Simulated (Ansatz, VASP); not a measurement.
One calculation of Be2Au, two programs

```
CELL_PARAMETERS angstrom
-1.49065 1.49065 8.52189
1.49065 -1.49065 8.52189
1.49065 1.49065 -8.52189
ATOMIC_POSITIONS crystal
Be 0.42555 0.42555 0.00000
Be 0.17555 0.67555 0.50000
Be 0.32445 0.82445 0.50000
Be 0.57445 0.57445 0.00000
Au 0.00000 0.00000 0.00000
Au 0.75000 0.25000 0.50000
```

Alike in both runs: functional PBE; k mesh 8 × 8 × 8; occupations gaussian, width 0.1 eV; no spin polarisation.

Ansatz relaxed the structure, and its values are those at the end. VASP's run is a single point on that final structure, the one shown.

```csv
,VASP,Ansatz
version,VASP 6.6.1,Ansatz 0.2.0
potentials or method,"VASP PAW PBE potentials, release 64 (Be, Au), cutoff 600 eV","scalar-relativistic, plane waves, PAW"
valence electrons in the cell,30,46
```

```tsv
	VASP	Ansatz	Ansatz less VASP
gap on the k mesh at the Fermi level (eV)	none	none	-
pressure (GPa)	0.0	0.1	+0.09
```

A gap of «none» marks a metal or a gap that the smearing closes. The functional is the same, so the differences come from potentials, cutoffs and numerics. VASP's potentials hold 30 valence electrons a cell and Ansatz's 46, so a difference there can come from the potentials and not from the codes.

The k mesh is coarse, so the values compare programs but aren't converged. Spin-orbit coupling is off throughout.
